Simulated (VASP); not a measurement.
# GaP (P4_32_12) in VASP: further runs

GaP is run at these levels: PBE; tasks: single point, relaxation of cell and atoms.

All numbers are computed with VASP 6.6.1; they aren't measurements. Logs are shortened: lines on timing, memory, paths and dates and some standing lists are left out, and cuts for length are marked.

### Step 1. The cell of the first run

Symmetry: P4_32_12, No. 96, tetragonal system. The conventional cell has a = 6.633 Å, b = 6.633 Å, c = 3.733 Å, α = 90.00°, β = 90.00°, γ = 90.00°. Ga (site symmetry 2) has 4 P at 2.39 to 2.45 Å within 3.2 Å. Within 3.2 Å of P (site symmetry 2) lie 4 Ga at 2.39 to 2.45 Å.

The cell was generated, and may not be a known phase.

### Step 2. Single point, PBE

Input file INCAR:

```
PREC = Accurate
ENCUT = 520
EDIFF = 1E-7
ISMEAR = 0
SIGMA = 0.02
LREAL = F
LASPH = T
NELM = 100
ALGO = Normal
ISIF = 2
LWAVE = F
LCHARG = T
GGA = PE
LELF = T
LVHAR = T
NBANDS = 46
```

Input file KPOINTS:

```
Automatic mesh
0
Gamma
  4 4 8
```

Input file POSCAR:

```
GaP
1.0
    6.6332902494      0.0000000000      0.0000000000
    0.0000000000      6.6332902494      0.0000000000
    0.0000000000      0.0000000000      3.7333039459
Ga P
4 4
Direct
    0.1699097158      0.1699097158      0.5000000000
    0.3300902842      0.6699097158      0.2500000000
    0.8300902842      0.8300902842      0.0000000000
    0.6699097158      0.3300902842      0.7500000000
    0.6710458475      0.6710458475      0.5000000000
    0.3289541525      0.3289541525      0.0000000000
    0.1710458475      0.8289541525      0.7500000000
    0.8289541525      0.1710458475      0.2500000000
```

Potentials or basis: VASP PAW PBE potentials, release 64 (Ga_d, P).

Launch:

```
cat potpaw_PBE.64/Ga_d/POTCAR potpaw_PBE.64/P/POTCAR > POTCAR
mpirun -np 1 vasp_std > vasp.out
```

OUTCAR:

```text
PREC = Accurate
   ENCUT = 520
   EDIFF = 1E-7
   ISMEAR = 0
   LREAL = F
   LASPH = T
   NELM = 100
   ISIF = 2
   GGA = PE

 ion  position               nearest neighbor table
   1  0.170  0.170  0.500-   6 2.39   6 2.39   8 2.45   7 2.45
   2  0.330  0.670  0.250-   7 2.39   7 2.39   5 2.45   6 2.45
   3  0.830  0.830  0.000-   5 2.39   5 2.39   8 2.45   7 2.45
   4  0.670  0.330  0.750-   8 2.39   8 2.39   5 2.45   6 2.45
   5  0.671  0.671  0.500-   3 2.39   3 2.39   4 2.45   2 2.45
   6  0.329  0.329  0.000-   1 2.39   1 2.39   4 2.45   2 2.45
   7  0.171  0.829  0.750-   2 2.39   2 2.39   3 2.45   1 2.45
   8  0.829  0.171  0.250-   4 2.39   4 2.39   1 2.45   3 2.45

  LATTYP: Found a simple tetragonal cell.
 ALAT       =     6.6332902494
 C/A-ratio  =     0.5628132956

  Lattice vectors:

 A1 = (   6.6332902494,   0.0000000000,   0.0000000000)
 A2 = (   0.0000000000,   6.6332902494,   0.0000000000)
 A3 = (   0.0000000000,   0.0000000000,   3.7333039459)

Analysis of symmetry for initial positions (statically):
=====================================================================
 Subroutine PRICEL returns:
 Original cell was already a primitive cell.

 Routine SETGRP: Setting up the symmetry group for a
 simple tetragonal supercell.

 Subroutine GETGRP returns: Found  8 space group operations
 (whereof  2 operations were pure point group operations)
 out of a pool of 16 trial point group operations.

The static configuration has the point symmetry C_2 .
 The point group associated with its full space group is D_4 .

Analysis of symmetry for dynamics (positions and initial velocities):
=====================================================================
 Subroutine PRICEL returns:
 Original cell was already a primitive cell.

 Routine SETGRP: Setting up the symmetry group for a
 simple tetragonal supercell.

 Subroutine GETGRP returns: Found  8 space group operations
 (whereof  2 operations were pure point group operations)
 out of a pool of 16 trial point group operations.

The dynamic configuration has the point symmetry C_2 .
 The point group associated with its full space group is D_4 .

 Subroutine INISYM returns: Found  8 space group operations
 (whereof  2 operations are pure point group operations),
 and found     1 'primitive' translations

----------------------------------------------------------------------------------------

                                     Primitive cell

  volume of cell :     164.2674

  direct lattice vectors                    reciprocal lattice vectors
     6.633290249  0.000000000  0.000000000     0.150754748  0.000000000  0.000000000
     0.000000000  6.633290249  0.000000000     0.000000000  0.150754748  0.000000000
     0.000000000  0.000000000  3.733303946     0.000000000  0.000000000  0.267859251

  length of vectors
     6.633290249  6.633290249  3.733303946     0.150754748  0.150754748  0.267859251

  position of ions in fractional coordinates (direct lattice)
     0.169909716  0.169909716  0.500000000
     0.330090284  0.669909716  0.250000000
     0.830090284  0.830090284  0.000000000
     0.669909716  0.330090284  0.750000000
     0.671045847  0.671045847  0.500000000
     0.328954153  0.328954153  0.000000000
     0.171045847  0.828954153  0.750000000
     0.828954153  0.171045847  0.250000000

  ion indices of the primitive-cell ions
   primitive index   ion index
                 1           1
                 2           2
                 3           3
                 4           4
                 5           5
                 6           6
                 7           7
                 8           8

----------------------------------------------------------------------------------------

 KPOINTS: Automatic mesh

Automatic generation of k-mesh.
 Grid dimensions read from file:
 generate k-points for:    4    4    8

 Generating k-lattice:

  Cartesian coordinates                     Fractional coordinates (reciprocal lattice)
     0.037688687  0.000000000  0.000000000     0.250000000  0.000000000  0.000000000
     0.000000000  0.037688687  0.000000000     0.000000000  0.250000000  0.000000000
     0.000000000  0.000000000  0.033482406     0.000000000  0.000000000  0.125000000

  Length of vectors
     0.037688687  0.037688687  0.033482406

  Shift w.r.t. Gamma in fractional coordinates (k-lattice)
     0.000000000  0.000000000  0.000000000

 Subroutine IBZKPT returns following result:
 ===========================================

 Found     30 irreducible k-points:

 Following reciprocal coordinates:
            Coordinates               Weight
  0.000000  0.000000  0.000000      1.000000
  0.250000  0.000000  0.000000      4.000000
  0.500000  0.000000  0.000000      2.000000
  0.250000  0.250000  0.000000      4.000000
  0.500000  0.250000  0.000000      4.000000
  0.500000  0.500000  0.000000      1.000000
[... 16 lines left out ...]
  0.500000  0.250000  0.375000      8.000000
  0.500000  0.500000  0.375000      2.000000
 [... further k-points ...]
   k-points           NKPTS =     30   k-points in BZ     NKDIM =     30   number of bands    NBANDS=     46
   number of dos      NEDOS =    301   number of ions     NIONS =      8
   total plane-waves  NPLWV =  70000
   dimension x,y,z NGX =    50 NGY =   50 NGZ =   28
   dimension x,y,z NGXF=   100 NGYF=  100 NGZF=   56
   ions per type =               4   4
   NGX,Y,Z   is equivalent  to a cutoff of  12.53, 12.53, 12.47 a.u.
   NGXF,Y,Z  is equivalent  to a cutoff of  25.06, 25.06, 24.94 a.u.
 SYSTEM =  unknown system
   PREC   = accura    normal or accurate (medium, high low for compatibility)
   ISTART =      0    job   : 0-new  1-cont  2-samecut
   ICHARG =      2    charge: 1-file 2-atom 10-const
   ISPIN  =      1    spin polarized calculation?
   LNONCOLLINEAR =      F non collinear calculations
   LSORBIT =      F    spin-orbit coupling
   LASPH  =      T    aspherical Exc in radial PAW
   ENCUT  =  520.0 eV  38.22 Ry    6.18 a.u.  12.33 12.33  6.94*2*pi/ulx,y,z
   NELM   =    100;   NELMIN=  2; NELMDL= -5     # of ELM steps
   EDIFF  = 0.1E-06   stopping-criterion for ELM
   LREAL  =      F    real-space projection
   EDIFFG = 0.1E-05   stopping-criterion for IOM
   NSW    =      0    number of steps for IOM
   IBRION =     -1    ionic relax: 0-MD 1-quasi-New 2-CG
   NFREE  =      0    steps in history (QN), initial steepest desc. (CG)
   ISIF   =      2    stress and relaxation
   ISYM   =      2    0-nonsym 1-usesym 2-fastsym
   POTIM  = 0.5000    time-step for ionic-motion
   TEBEG  =    0.0;   TEEND  =   0.0 temperature during run
   PSTRESS=    0.0 pullay stress
   NELECT =      72.0000    total number of electrons
   NUPDOWN=      -1.0000    fix difference up-down
   EMIN   =  10.00;   EMAX   =-10.00  energy-range for DOS
   EFERMI =   0.00;   METHOD = LEGACY
   ISMEAR =     0;   SIGMA  =   0.02  broadening in eV -4-tet -1-fermi 0-gaus
   EFERMI_NEDOS =   21; number of points for ismear=-14 and -15
   IALGO  =     38    algorithm
   IMIX   =      4    mixing-type and parameters
     AMIX     =   0.40;   BMIX     =  1.00
     AMIX_MAG =   1.60;   BMIX_MAG =  1.00
  volume/ion in A,a.u.               =      20.53       138.57
  Fermi-wavevector in a.u.,A,eV,Ry     =   1.243565  2.349997 21.040788  1.546454
  Thomas-Fermi vector in A             =   2.377870
   LORBIT       =      0    0 simple, 1 ext, 2 COOP (PROOUT), +10 PAW based schemes
   GGA     = PE    functional components
   LHFCALC =     F    Hartree Fock is set to
   AEXX    =    0.0000 exact exchange contribution
   IVDW    =     0    specifies the selected vdW correction
   LEPSILON=     F    determine dielectric tensor
   LRPA    =     F    only Hartree local field effects (RPA)
 non-spin polarized calculation
 Gauss-broadening in eV      SIGMA  =   0.02
  energy-cutoff  :      520.00
  volume of cell :      164.27
 maximum number of plane-waves:      4462
 NGX is ok and might be reduce to    50
   NGX = 25   NGY = 25   NGZ = 13

 number of electron      71.9999965 magnetization

 Free energy of the ion-electron system (eV)
  ---------------------------------------------------
  ext. energy  EPLUGINS =         0.00000000
  ---------------------------------------------------
  free energy    TOTEN  =       -34.27369807 eV

  energy without entropy =      -34.27369807  energy(sigma->0) =      -34.27369807

 E-fermi :   4.8761     XC(G=0):  -9.8407

 val. band max:        4.7430253497   @ k =   0.0000   0.0000   0.1250
 cond. band min:       5.3746990629   @ k =   0.0000   0.0000   0.0000
 fundamental gap:      0.6316737132
 Fermi energy:         4.8761227883

 k-point     1 :       0.0000    0.0000    0.0000
  band No.  band energies     occupation
      1     -10.1400      2.00000
      2     -10.1400      2.00000
      3     -10.1162      2.00000
      4     -10.0927      2.00000
      5     -10.0923      2.00000
      6     -10.0923      2.00000
[... 38 lines left out ...]
     45       9.5209      0.00000
     46       9.6120      0.00000

 k-point     2 :       0.2500    0.0000    0.0000
  band No.  band energies     occupation
      1     -10.1509      2.00000
      2     -10.1503      2.00000
      3     -10.1131      2.00000
      4     -10.1058      2.00000
      5     -10.0885      2.00000
      6     -10.0831      2.00000
[... 38 lines left out ...]
     45       9.5166      0.00000
     46       9.5491      0.00000

 k-point     3 :       0.5000    0.0000    0.0000
  band No.  band energies     occupation
      1     -10.1580      2.00000
      2     -10.1580      2.00000
      3     -10.1127      2.00000
      4     -10.1127      2.00000
      5     -10.0820      2.00000
      6     -10.0820      2.00000
[... 1018 lines left out ...]
     45       9.6416      0.00000
     46       9.6416      0.00000

 k-point    24 :       0.5000    0.5000    0.3750
  band No.  band energies     occupation
      1     -10.1759      2.00000
      2     -10.1759      2.00000
      3     -10.1544      2.00000
      4     -10.1544      2.00000
      5     -10.0725      2.00000
      6     -10.0725      2.00000
[... 38 lines left out ...]
     45      10.2653      0.00000
     46      10.2653      0.00000

 [... further k-points ...]

------------------------ aborting loop because EDIFF is reached ----------------------------------------

  FORCE on cell =-STRESS in cart. coord.  units (eV):
  Direction    XX          YY          ZZ          XY          YZ          ZX
  --------------------------------------------------------------------------------------
  -------------------------------------------------------------------------------------
  Total        0.0007031      0.0007031      0.0287699      0.0000000      0.0000000      0.0000000
  in kB        0.0068581      0.0068581      0.2806064      0.0000000      0.0000000      0.0000000
  external PRESSURE =       0.0981075 kB  Pullay stress =       0.0000000 kB

 VOLUME and BASIS-vectors are now :
 -----------------------------------------------------------------------------
  energy-cutoff  :      520.00
  volume of cell :      164.27
      direct lattice vectors                 reciprocal lattice vectors
     6.633290249  0.000000000  0.000000000     0.150754748  0.000000000  0.000000000
     0.000000000  6.633290249  0.000000000     0.000000000  0.150754748  0.000000000
     0.000000000  0.000000000  3.733303946     0.000000000  0.000000000  0.267859251

 POSITION                                       TOTAL-FORCE (eV/Angst)
 -----------------------------------------------------------------------------------
      1.12706      1.12706      1.86665        -0.001555     -0.001555      0.000000
      2.18958      4.44371      0.93333         0.001555     -0.001555      0.000000
      5.50623      5.50623      0.00000         0.001555      0.001555      0.000000
      4.44371      2.18958      2.79998        -0.001555      0.001555     -0.000000
      4.45124      4.45124      1.86665        -0.000487     -0.000487      0.000000
      2.18205      2.18205      0.00000         0.000487      0.000487      0.000000
      1.13460      5.49869      2.79998        -0.000487      0.000487     -0.000000
      5.49869      1.13460      0.93333         0.000487     -0.000487      0.000000
 -----------------------------------------------------------------------------------
    total drift:                               -0.000000      0.000000     -0.000000

  FREE ENERGIE OF THE ION-ELECTRON SYSTEM (eV)
  ---------------------------------------------------
  free  energy   TOTEN  =       -34.2736980655 eV

  energy  without entropy=      -34.2736980655  energy(sigma->0) =      -34.27369807
```

Wall time 7 min (1 thread of Intel Xeon 8259CL, shared host); peak memory 0.35 GiB.

What came out:

- Free energy: -34.2737 eV
- Pressure: 0.0 GPa
- Band gap on the k mesh: 0.63 eV (least direct gap 0.92 eV)

Forces on the atoms (eV/Å):
```
Ga  -0.002 -0.002  0.000
Ga   0.002 -0.002  0.000
Ga   0.002  0.002  0.000
Ga  -0.002  0.002  0.000
P    0.000  0.000  0.000
P    0.000  0.000  0.000
P    0.000  0.000  0.000
P    0.000  0.000  0.000
```

Caveat: semilocal functionals underestimate gaps, and a narrow one can read as zero. A k mesh can miss the band edges.

### Step 3. Relaxation of cell and atoms, PBE

This run uses another cell than the first one, of 20.48 Å³/atom.

Input file INCAR:

```
SYSTEM = GaP
  PREC = Accurate
  ENCUT = 600
  EDIFF = 1E-6
  ISMEAR = 0
  SIGMA = 0.02
  LREAL = .False.
  LASPH = .True.
  NELM = 100
  ALGO = Normal
  ISIF = 3
  LWAVE = .False.
  LCHARG = .False.
  GGA = PE
  IBRION = 2
  NSW = 100
  EDIFFG = -0.01
```

Input file KPOINTS:

```
regular mesh
0
Gamma
  4 4 8
  0 0 0
```

Input file POSCAR:

```
GaP
1.0
    6.6270506481      0.0000000000      0.0000000000
    0.0000000000      6.6270506481      0.0000000000
    0.0000000000      0.0000000000      3.7308111720
Ga P
4 4
Direct
    0.1696839895      0.1696839895      0.5000000000
    0.3303160105      0.6696839895      0.2500000000
    0.8303160105      0.8303160105      0.0000000000
    0.6696839895      0.3303160105      0.7500000000
    0.6714321702      0.6714321702      0.5000000000
    0.3285678298      0.3285678298      0.0000000000
    0.1714321702      0.8285678298      0.7500000000
    0.8285678298      0.1714321702      0.2500000000
```

Potentials or basis: VASP PAW PBE potentials, release 64 (Ga_d, P).

Launch:

```
cat potpaw_PBE.64/Ga_d/POTCAR potpaw_PBE.64/P/POTCAR > POTCAR
mpirun -np 1 vasp_std > vasp.out
```

Run time: 4.1 min. Hardware: 1 thread of Intel Xeon 6975P-C (Granite Rapids), shared host; peak memory 0.39 GiB.

It converged, with:

```
Free energy                           : -34.2734 eV
Relaxed volume                        : 20.53 Å³/atom
Relaxed cell                          : a = 6.631 Å, b = 6.631 Å, c = 3.735 Å, α = 90.00°, β = 90.00°, γ = 90.00°
Space group after relaxing (to 0.1 Å) : P4_32_12 (No. 96)
Energy gained by relaxing             : 0.0 meV/atom
Ionic steps                           : 3
Pressure after relaxing               : 0.1 GPa
Largest force after relaxing          : 0.009 eV/Å
Band gap on the k mesh                : 0.63 eV (least direct gap 0.92 eV)
```

Forces in eV/Å, atoms in the order of the input:
```
Ga   0.000  0.000  0.000
Ga   0.000  0.000  0.000
Ga   0.000  0.000  0.000
Ga   0.000  0.000  0.000
P   -0.006 -0.006  0.000
P    0.006  0.006  0.000
P   -0.006  0.006  0.000
P    0.006 -0.006  0.000
```

The path:
```
step  energy change (eV)  largest force (eV/Å)  pressure (GPa)  volume (Å³)
   1              0.0000                0.0229            0.17       163.85
   2             -0.0003                0.0058           -0.18       164.35
   3             -0.0003                0.0091            0.06       164.22
```

Final structure:
```cif
data_structure
_symmetry_space_group_name_H-M 'P 1'
_symmetry_Int_Tables_number 1
_cell_length_a 6.6309
_cell_length_b 6.6309
_cell_length_c 3.7349
_cell_angle_alpha 90.000
_cell_angle_beta 90.000
_cell_angle_gamma 90.000
_cell_volume 164.22
loop_
_atom_site_label
_atom_site_type_symbol
_atom_site_fract_x
_atom_site_fract_y
_atom_site_fract_z
_atom_site_occupancy
Ga1 Ga 0.16965 0.16965 0.50000 1
Ga2 Ga 0.33035 0.66965 0.25000 1
Ga3 Ga 0.83035 0.83035 0.00000 1
Ga4 Ga 0.66965 0.33035 0.75000 1
P1 P 0.67135 0.67135 0.50000 1
P2 P 0.32865 0.32865 0.00000 1
P3 P 0.17135 0.82865 0.75000 1
P4 P 0.82865 0.17135 0.25000 1
```

Levels at points of the mesh, in eV from the valence-band top:
| k point | band 32 | band 33 | band 34 | band 35 | band 36 | band 37 | band 38 | band 39 | band 40 | band 41 |
| --- | --- | --- | --- | --- | --- | --- | --- | --- | --- | --- |
| (0.00, 0.00, 0.00) | -1.00 | -0.88 | -0.43 | -0.43 | -0.29 | 0.63 | 2.22 | 2.22 | 2.75 | 3.13 |
| (0.50, 0.00, 0.00) | -1.69 | -1.07 | -1.07 | -0.77 | -0.77 | 1.93 | 1.93 | 2.54 | 2.54 | 3.78 |
| (0.50, 0.50, 0.00) | -2.05 | -1.06 | -1.06 | -0.91 | -0.91 | 1.81 | 1.81 | 2.12 | 2.12 | 2.73 |
| (0.00, 0.00, 0.50) | -2.74 | -2.67 | -2.67 | -1.84 | -1.84 | 0.93 | 0.93 | 2.54 | 2.54 | 4.54 |
| (0.50, 0.00, 0.50) | -3.79 | -1.43 | -1.43 | -1.09 | -1.09 | 1.46 | 1.46 | 1.94 | 1.94 | 2.31 |
| (0.50, 0.50, 0.50) | -2.75 | -1.58 | -1.58 | -1.58 | -1.58 | 0.99 | 0.99 | 0.99 | 0.99 | 2.85 |

Caveat: semilocal functionals underestimate gaps, and a narrow one can read as zero.
